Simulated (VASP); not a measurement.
Input of a VASP 6.6.1 run:

Contents of INCAR:

```
ALGO = Normal
EDIFF = 1E-6
ENCUT = 520
GGA = PE
ISIF = 2
ISMEAR = 0
LASPH = T
LCHARG = F
LREAL = F
LWAVE = F
NBANDS = 20
NELM = 80
PREC = Accurate
SIGMA = 0.1
```

KPOINTS

```
k-points
0
Gamma
  6 6 6
```

Contents of POSCAR:

```
Mg7Te
1.0
    0.0000000000      4.5518475627      4.5518475627
    4.5518475627      0.0000000000      4.5518475627
    4.5518475627      4.5518475627      0.0000000000
Mg Te
7 1
Direct
    0.5000000000      0.0000000000      0.5000000000
    0.5000000000      0.0000000000      0.0000000000
    0.5000000000      0.5000000000      0.0000000000
    0.0000000000      0.5000000000      0.0000000000
    0.0000000000      0.5000000000      0.5000000000
    0.0000000000      0.0000000000      0.5000000000
    0.0000000000      0.0000000000      0.0000000000
    0.5000000000      0.5000000000      0.5000000000
```

Potentials or basis: VASP PAW PBE potentials, release 64 (Mg, Te).

Run with:

```sh
$ cat potpaw_PBE.64/Mg/POTCAR potpaw_PBE.64/Te/POTCAR > POTCAR
$ mpirun -np 1 vasp_std > vasp.out
```

Question: Estimate the band gap on the k mesh.

Answer: Zero (bands 10 and 11 overlap by 1.86 eV).

Question: Estimate the pressure.

Answer: -0.1 GPa.

Caveat: spin-orbit coupling is left out, which moves the levels of the heavy elements.
